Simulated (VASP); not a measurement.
**Nb: single point with r2SCAN**

Crystal: Nb.

```xyz
1
Lattice="0.0000 2.1150 2.1150 2.1150 0.0000 2.1150 2.1150 2.1150 0.0000" Properties=species:S:1:pos:R:3 pbc="T T T"
Nb    0.0000    0.0000    0.0000
```

```
Program                : VASP 6.6.1
Task                   : single point
Functional             : r2SCAN
Potentials or basis    : VASP PAW PBE potentials, release 64 (Nb_sv)
Cutoff                 : 520 eV
k mesh                 : 8 × 8 × 8
Occupations            : fermi-dirac, width 0.05 eV
Spin                   : non-collinear spin, zero start, spin-orbit coupling
Starting moments       : [[0.0, 0.0, 0.0]] μB
Dipole correction      : no
Further INCAR settings : ALGO = Normal; EDIFF = 1e-07; NBANDS = 24
```

```yaml
Pressure: -2.8 GPa
Net_moment: 0.00 μB per cell
Valence_electrons_inside_the_program's_atomic_spheres: Nb 10.61
```

Moments on the atoms (μB; x, y, z):
```
Nb  0.00 0.00 0.00
```

Run time: 2.2 min on 1 thread of Intel(R) Xeon(R) Platinum 8259CL CPU @ 2.50GHz (Skylake/Cascade Lake) (shared host), peak memory 0.22 GiB.

Caveat: the PAW data sets were made with another functional, which shifts forces and pressure a little.
